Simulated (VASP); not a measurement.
# MoS2 (P-3m1) in VASP: a series of runs

MoS2 is run at these levels: PBE+D3(BJ), r2SCAN; tasks: single point, relaxation of shape and atoms at fixed volume.

All numbers are computed with VASP 6.6.1; they aren't measurements. Logs are shortened: lines on timing, memory, paths and dates and some standing lists are left out, and cuts for length are marked.

### Step 1. The cell of the first run

It takes space group P-3m1 (No. 164, trigonal). The conventional cell has a = 3.175 Å, b = 3.175 Å, c = 5.807 Å, α = 90.00°, β = 90.00°, γ = 120.00°. Mo (site symmetry -3m) has 6 S at 2.42 Å and 6 Mo at 3.17 Å within 3.2 Å. Within 3.3 Å of S (site symmetry 3m) lie 3 Mo at 2.42 Å and 9 S at 3.17 to 3.23 Å.

### Step 2. Single point, PBE+D3(BJ)

The input, INCAR:

```
SYSTEM = MoS2
PREC = Accurate
ENCUT = 520
EDIFF = 1E-7
ISMEAR = 0
SIGMA = 0.1
LREAL = .FALSE.
LASPH = .TRUE.
NELM = 80
ALGO = Normal
ISIF = 2
LWAVE = .FALSE.
LCHARG = .FALSE.
GGA = PE
IVDW = 12
NBANDS = 20
```

The input, KPOINTS:

```
regular mesh
0
G
  18 18 8
  0 0 0
```

The input, POSCAR:

```
MoS2
1.0
    3.1747657158      0.0000000000      0.0000000000
   -1.5873828579      2.7494277609      0.0000000000
    0.0000000000      0.0000000000      5.8065784942
Mo S
1 2
Direct
    0.0000000000      0.0000000000      0.5000000000
    0.3333333333      0.6666666667      0.2290831857
    0.6666666667      0.3333333333      0.7709168143
```

Potentials or basis: VASP PAW PBE potentials, release 64 (Mo_sv, S).

Launch:

```
$ cat potpaw_PBE.64/Mo_sv/POTCAR potpaw_PBE.64/S/POTCAR > POTCAR
$ mpirun -np 1 vasp_std > vasp.out
```

OUTCAR:

```text
SYSTEM = MoS2
   PREC = Accurate
   ENCUT = 520
   EDIFF = 1E-7
   ISMEAR = 0
   LREAL = .FALSE.
   LASPH = .TRUE.
   NELM = 80
   ISIF = 2
   GGA = PE
   IVDW = 12
 IVDW          = 12

 ion  position               nearest neighbor table
   1  0.000  0.000  0.500-   2 2.42   3 2.42   2 2.42   3 2.42   3 2.42   2 2.42
   2  0.333  0.667  0.229-   1 2.42   1 2.42   1 2.42
   3  0.667  0.333  0.771-   1 2.42   1 2.42   1 2.42

  LATTYP: Found a hexagonal cell.
 ALAT       =     3.1747657158
 C/A-ratio  =     1.8289785811

  Lattice vectors:

 A1 = (   3.1747657158,   0.0000000000,   0.0000000000)
 A2 = (  -1.5873828579,   2.7494277609,   0.0000000000)
 A3 = (   0.0000000000,   0.0000000000,   5.8065784942)

Analysis of symmetry for initial positions (statically):
=====================================================================
 Subroutine PRICEL returns:
 Original cell was already a primitive cell.

 Routine SETGRP: Setting up the symmetry group for a
 hexagonal supercell.

 Subroutine GETGRP returns: Found 12 space group operations
 (whereof 12 operations were pure point group operations)
 out of a pool of 24 trial point group operations.

The static configuration has the point symmetry D_3d.

Analysis of symmetry for dynamics (positions and initial velocities):
=====================================================================
 Subroutine PRICEL returns:
 Original cell was already a primitive cell.

 Routine SETGRP: Setting up the symmetry group for a
 hexagonal supercell.

 Subroutine GETGRP returns: Found 12 space group operations
 (whereof 12 operations were pure point group operations)
 out of a pool of 24 trial point group operations.

The dynamic configuration has the point symmetry D_3d.

 Subroutine INISYM returns: Found 12 space group operations
 (whereof 12 operations are pure point group operations),
 and found     1 'primitive' translations

----------------------------------------------------------------------------------------

                                     Primitive cell

  volume of cell :      50.6844

  direct lattice vectors                    reciprocal lattice vectors
     3.174765716  0.000000000  0.000000000     0.314983873  0.181856024  0.000000000
    -1.587382858  2.749427761  0.000000000     0.000000000  0.363712047  0.000000000
     0.000000000  0.000000000  5.806578494     0.000000000  0.000000000  0.172218459

  length of vectors
     3.174765716  3.174765716  5.806578494     0.363712047  0.363712047  0.172218459

  position of ions in fractional coordinates (direct lattice)
     0.000000000  0.000000000  0.500000000
     0.333333333  0.666666667  0.229083186
     0.666666667  0.333333333  0.770916814

  ion indices of the primitive-cell ions
   primitive index   ion index
                 1           1
                 2           2
                 3           3

----------------------------------------------------------------------------------------

 KPOINTS: regular mesh

Automatic generation of k-mesh.
 Grid dimensions read from file:
 generate k-points for:   18   18    8

 Generating k-lattice:

  Cartesian coordinates                     Fractional coordinates (reciprocal lattice)
     0.017499104  0.010103112  0.000000000     0.055555556  0.000000000  0.000000000
     0.000000000  0.020206225  0.000000000     0.000000000  0.055555556  0.000000000
     0.000000000  0.000000000  0.021527307     0.000000000  0.000000000  0.125000000

  Length of vectors
     0.020206225  0.020206225  0.021527307

  Shift w.r.t. Gamma in fractional coordinates (k-lattice)
     0.000000000  0.000000000  0.000000000

 Subroutine IBZKPT returns following result:
 ===========================================

 Found    266 irreducible k-points:

 Following reciprocal coordinates:
            Coordinates               Weight
  0.000000  0.000000  0.000000      1.000000
  0.055556  0.000000  0.000000      6.000000
  0.111111  0.000000  0.000000      6.000000
  0.166667  0.000000  0.000000      6.000000
  0.222222  0.000000  0.000000      6.000000
  0.277778  0.000000  0.000000      6.000000
[... 16 lines left out ...]
  0.333333  0.111111  0.000000     12.000000
  0.388889  0.111111  0.000000     12.000000
 [... further k-points ...]
   k-points           NKPTS =    266   k-points in BZ     NKDIM =    266   number of bands    NBANDS=     20
   number of dos      NEDOS =    301   number of ions     NIONS =      3
   total plane-waves  NPLWV =  27648
   dimension x,y,z NGX =    24 NGY =   24 NGZ =   48
   dimension x,y,z NGXF=    48 NGYF=   48 NGZF=   96
   ions per type =               1   2
   NGX,Y,Z   is equivalent  to a cutoff of  12.57, 12.57, 13.74 a.u.
   NGXF,Y,Z  is equivalent  to a cutoff of  25.14, 25.14, 27.49 a.u.
 SYSTEM =  MoS2
   PREC   = accura    normal or accurate (medium, high low for compatibility)
   ISTART =      0    job   : 0-new  1-cont  2-samecut
   ICHARG =      2    charge: 1-file 2-atom 10-const
   ISPIN  =      1    spin polarized calculation?
   LNONCOLLINEAR =      F non collinear calculations
   LSORBIT =      F    spin-orbit coupling
   LASPH  =      T    aspherical Exc in radial PAW
   ENCUT  =  520.0 eV  38.22 Ry    6.18 a.u.   5.90  5.90 10.80*2*pi/ulx,y,z
   NELM   =     80;   NELMIN=  2; NELMDL= -5     # of ELM steps
   EDIFF  = 0.1E-06   stopping-criterion for ELM
   LREAL  =      F    real-space projection
   EDIFFG = 0.1E-05   stopping-criterion for IOM
   NSW    =      0    number of steps for IOM
   IBRION =     -1    ionic relax: 0-MD 1-quasi-New 2-CG
   NFREE  =      0    steps in history (QN), initial steepest desc. (CG)
   ISIF   =      2    stress and relaxation
   ISYM   =      2    0-nonsym 1-usesym 2-fastsym
   POTIM  = 0.5000    time-step for ionic-motion
   TEBEG  =    0.0;   TEEND  =   0.0 temperature during run
   PSTRESS=    0.0 pullay stress
   NELECT =      26.0000    total number of electrons
   NUPDOWN=      -1.0000    fix difference up-down
   EMIN   =  10.00;   EMAX   =-10.00  energy-range for DOS
   EFERMI =   0.00;   METHOD = LEGACY
   ISMEAR =     0;   SIGMA  =   0.10  broadening in eV -4-tet -1-fermi 0-gaus
   EFERMI_NEDOS =   21; number of points for ismear=-14 and -15
   IALGO  =     38    algorithm
   IMIX   =      4    mixing-type and parameters
     AMIX     =   0.40;   BMIX     =  1.00
     AMIX_MAG =   1.60;   BMIX_MAG =  1.00
  volume/ion in A,a.u.               =      16.89       114.01
  Fermi-wavevector in a.u.,A,eV,Ry     =   1.310513  2.476510 23.367232  1.717443
  Thomas-Fermi vector in A             =   2.441038
   LORBIT       =      0    0 simple, 1 ext, 2 COOP (PROOUT), +10 PAW based schemes
   GGA     = PE    functional components
   LHFCALC =     F    Hartree Fock is set to
   AEXX    =    0.0000 exact exchange contribution
   IVDW    =    12    specifies the selected vdW correction
   LEPSILON=     F    determine dielectric tensor
   LRPA    =     F    only Hartree local field effects (RPA)
 non-spin polarized calculation
 Gauss-broadening in eV      SIGMA  =   0.10
  energy-cutoff  :      520.00
  volume of cell :       50.68
 maximum number of plane-waves:      1380
   NGX = 11   NGY = 11   NGZ = 21

 number of electron      25.9999997 magnetization

 Free energy of the ion-electron system (eV)
  ---------------------------------------------------
  ext. energy  EPLUGINS =         0.00000000
  ---------------------------------------------------
  free energy    TOTEN  =       -20.93065120 eV

  energy without entropy =      -20.92453281  energy(sigma->0) =      -20.92759200

 E-fermi :   8.4626     XC(G=0): -11.2233

 val. band max:        8.4532669080   @ k =   0.2778   0.2778   0.2500
 cond. band min:       8.4715331623   @ k =  -0.1667   0.4444   0.3750
 fundamental gap:      0.0182662542
 Fermi energy:         8.4625932282

 k-point     1 :       0.0000    0.0000    0.0000
  band No.  band energies     occupation
      1     -53.3022      2.00000
      2     -27.3763      2.00000
      3     -27.2738      2.00000
      4     -27.2738      2.00000
      5      -6.7985      2.00000
      6      -4.9218      2.00000
[... 12 lines left out ...]
     19      15.3389      0.00000
     20      17.9411      0.00000

 k-point     2 :       0.0556    0.0000    0.0000
  band No.  band energies     occupation
      1     -53.3010      2.00000
      2     -27.3740      2.00000
      3     -27.2856      2.00000
      4     -27.2765      2.00000
      5      -6.7490      2.00000
      6      -4.9121      2.00000
[... 12 lines left out ...]
     19      15.5306      0.00000
     20      17.8067      0.00000

 k-point     3 :       0.1111    0.0000    0.0000
  band No.  band energies     occupation
      1     -53.2976      2.00000
      2     -27.3674      2.00000
      3     -27.3192      2.00000
      4     -27.2842      2.00000
      5      -6.6032      2.00000
      6      -4.8838      2.00000
[... 12 lines left out ...]
     19      16.0006      0.00000
     20      17.5575      0.00000

 k-point     4 :       0.1667    0.0000    0.0000
  band No.  band energies     occupation
      1     -53.2925      2.00000
      2     -27.3709      2.00000
      3     -27.3568      2.00000
      4     -27.2960      2.00000
      5      -6.3697      2.00000
      6      -4.8397      2.00000
[... 12 lines left out ...]
     19      16.4774      0.00000
     20      17.5164      0.00000

 k-point     5 :       0.2222    0.0000    0.0000
  band No.  band energies     occupation
      1     -53.2862      2.00000
      2     -27.4330      2.00000
      3     -27.3445      2.00000
      4     -27.3104      2.00000
      5      -6.0633      2.00000
      6      -4.7830      2.00000
[... 12 lines left out ...]
     19      16.4734      0.00000
     20      17.7708      0.00000
[... 353 lines left out ...]
      6      -4.6964      2.00000
[... 12 lines left out ...]
     19      16.5705      0.00000
     20      17.2072      0.00000

 k-point    22 :       0.2778    0.1111    0.0000
  band No.  band energies     occupation
      1     -53.2714      2.00000
      2     -27.5580      2.00000
      3     -27.3625      2.00000
      4     -27.3151      2.00000
      5      -5.2377      2.00000
      6      -4.6214      2.00000
[... 12 lines left out ...]
     19      16.3330      0.00000
     20      16.6124      0.00000

 k-point    23 :       0.3333    0.1111    0.0000
  band No.  band energies     occupation
      1     -53.2665      2.00000
      2     -27.6006      2.00000
      3     -27.3773      2.00000
      4     -27.3055      2.00000
      5      -4.9472      2.00000
      6      -4.5189      2.00000
[... 12 lines left out ...]
     19      15.8141      0.00000
     20      16.5026      0.00000

 k-point    24 :       0.3889    0.1111    0.0000
  band No.  band energies     occupation
      1     -53.2634      2.00000
      2     -27.6283      2.00000
      3     -27.3870      2.00000
      4     -27.2993      2.00000
      5      -4.7928      2.00000
      6      -4.3863      2.00000
[... 12 lines left out ...]
     19      15.5177      0.00000
     20      16.6093      0.00000

 [... further k-points ...]

------------------------ aborting loop because EDIFF is reached ----------------------------------------

 Edisp (eV)   -1.35091

 E8    (eV) :    -0.5458

  FORCE on cell =-STRESS in cart. coord.  units (eV):
  Direction    XX          YY          ZZ          XY          YZ          ZX
  --------------------------------------------------------------------------------------
  -------------------------------------------------------------------------------------
  Total      -0.03556    -0.03556    -0.03660     0.00000    -0.00000     0.00000
  in kB      -1.12416    -1.12416    -1.15703     0.00000    -0.00000     0.00000
  external pressure =       -1.14 kB  Pullay stress =        0.00 kB

 VOLUME and BASIS-vectors are now :
 -----------------------------------------------------------------------------
  energy-cutoff  :      520.00
  volume of cell :       50.68
      direct lattice vectors                 reciprocal lattice vectors
     3.174765716  0.000000000  0.000000000     0.314983873  0.181856024  0.000000000
    -1.587382858  2.749427761  0.000000000     0.000000000  0.363712047  0.000000000
     0.000000000  0.000000000  5.806578494     0.000000000  0.000000000  0.172218459

 POSITION                                       TOTAL-FORCE (eV/Angst)
 -----------------------------------------------------------------------------------
      0.00000      0.00000      2.90329         0.000000      0.000000      0.000000
     -0.00000      1.83295      1.33019        -0.000000     -0.000000      0.012608
      1.58738      0.91648      4.47639         0.000000      0.000000     -0.012608
 -----------------------------------------------------------------------------------
    total drift:                                0.000000     -0.000000      0.000000

  FREE ENERGIE OF THE ION-ELECTRON SYSTEM (eV)
  ---------------------------------------------------
  free  energy   TOTEN  =       -22.2815654523 eV

  energy  without entropy=      -22.2754470571  energy(sigma->0) =      -22.27850625
```

It took 1.7 min on 1 thread of AMD EPYC 9R45 (Zen 5), shared host; peak memory 0.34 GiB.

What came out:

| Property | Result |
| --- | --- |
| Free energy | -22.2816 eV |
| Pressure | -0.1 GPa |
| Largest force | 0.013 eV/Å |
| Band gap on the k mesh | zero (bands 13 and 14 overlap by 1.22 eV) |
| Dispersion energy per atom | -0.450 eV |

Forces in eV/Å, atoms in the order of the input:
```
Mo   0.000  0.000  0.000
S    0.000  0.000  0.013
S    0.000  0.000 -0.013
```

### Step 3. Single point, r2SCAN

POSCAR is that of step 2.

The input, INCAR.step1:

```
SYSTEM = MoS2
PREC = Accurate ; ENCUT = 520
ISMEAR = 0 ; SIGMA = 0.1
LREAL = .False. ; LASPH = .True.
NELM = 60 ; NBANDS = 20
GGA = PE ; ALGO = Normal
EDIFF = 1E-4 ; LWAVE = .True.
LCHARG = .False.
```

The input, INCAR.step2:

```
SYSTEM = MoS2
PREC = Accurate ; ENCUT = 520
EDIFF = 1E-6 ; ISMEAR = 0
SIGMA = 0.1 ; LREAL = .False.
LASPH = .True. ; NELM = 60
ALGO = Normal ; ISIF = 2
LWAVE = .False. ; LCHARG = .False.
METAGGA = R2SCAN ; LMIXTAU = .True.
NBANDS = 20 ; ISTART = 1
```

The input, KPOINTS:

```
Automatic mesh
0
Gamma
  18 18 8
  0 0 0
```

Potentials or basis: VASP PAW PBE potentials, release 64 (Mo_sv, S).

Launch:

```
$ cat potpaw_PBE.64/Mo_sv/POTCAR potpaw_PBE.64/S/POTCAR > POTCAR
$ cp INCAR.step1 INCAR
$ mpirun -np 1 vasp_std > vasp.out
$ cp INCAR.step2 INCAR
$ mpirun -np 1 vasp_std > vasp.out
```

It took 5.7 min on 1 thread of AMD EPYC 9R45 (Zen 5), shared host; peak memory 0.33 GiB.

The run converged. Its results:

- Free energy: -44.0824 eV
- Pressure: 3.6 GPa
- Largest force: 0.297 eV/Å
- Band gap on the k mesh: zero (bands 13 and 14 overlap by 1.37 eV)

Forces in eV/Å, atoms in the order of the input:
```
Mo   0.000  0.000  0.000
S    0.000  0.000  0.297
S    0.000  0.000 -0.297
```

Stress tensor (GPa, compression positive):
```
4.46 0.00 0.00
0.00 4.46 0.00
0.00 0.00 1.84
```

Levels at points of the mesh, in eV from the Fermi level:
| k point | band 9 | band 10 | band 11 | band 12 | band 13 | band 14 | band 15 | band 16 | band 17 | band 18 |
| --- | --- | --- | --- | --- | --- | --- | --- | --- | --- | --- |
| (0.00, 0.00, 0.00) | -4.17 | -1.47 | -1.37 | -0.96 | -0.96 | -0.26 | -0.26 | 3.09 | 3.09 | 6.52 |
| (0.50, 0.00, 0.00) | -5.18 | -4.29 | -3.87 | -2.09 | -1.84 | 1.18 | 1.88 | 3.88 | 3.98 | 6.23 |
| (0.00, 0.00, 0.50) | -4.14 | -4.14 | -0.98 | -0.98 | -0.51 | -0.51 | 0.14 | 3.59 | 3.59 | 6.89 |
| (0.50, 0.00, 0.50) | -5.25 | -4.47 | -2.54 | -2.27 | -1.58 | 1.18 | 2.00 | 3.09 | 4.64 | 5.30 |

Caveat: the cell stands under pressure; the PAW data sets were made with another functional, which shifts forces and pressure a little.

(Continued in part 2 of 2.)

The gap in the log of VASP goes by the Fermi energy; the results here count the filled bands.